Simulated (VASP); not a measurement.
FeSi16 (a cell with a defect), 17 atoms in the cell. The cell holds a defect, 17 atoms: a = 7.679 Å, b = 7.679 Å, c = 7.679 Å, α = 60.00°, β = 60.00°, γ = 60.00°. 

- Program: VASP 6.6.1
- Task: single point
- Functional: PBEsol
- Potentials or basis: VASP PAW PBE potentials, release 64 (Si, Fe)
- Cutoff: 520 eV
- k mesh: 2 × 2 × 2
- Occupations: fermi-dirac, width 0.02 eV
- Spin: collinear spin, ferromagnetic start
- Starting moments: [0.0, 0.0, 0.0, 0.0, 0.0, 0.0, 0.0, 0.0, 0.0, 0.0, 0.0, 0.0, 0.0, 0.0, 0.0, 0.0, 1.54] μB
- Dipole correction: no
- Further INCAR settings: LREAL = Auto; ALGO = Normal; EDIFF = 1e-07; NBANDS = 54

Potentials or basis: VASP PAW PBE potentials, release 64 (Si, Fe).

The run is started by

```console
$ cat potpaw_PBE.64/Si/POTCAR potpaw_PBE.64/Fe/POTCAR > POTCAR
$ mpirun -np 1 vasp_std > vasp.out
```

Hardware: 1 thread of Intel(R) Xeon(R) 6975P-C (Granite Rapids), on a shared host.

Problem. How long does it take, and how much memory?

Solution. Wall time 7.4 min on 1 thread of Intel(R) Xeon(R) 6975P-C (Granite Rapids) (shared host), peak memory 0.72 GiB. Counts: scf iterations 22, k points 8.
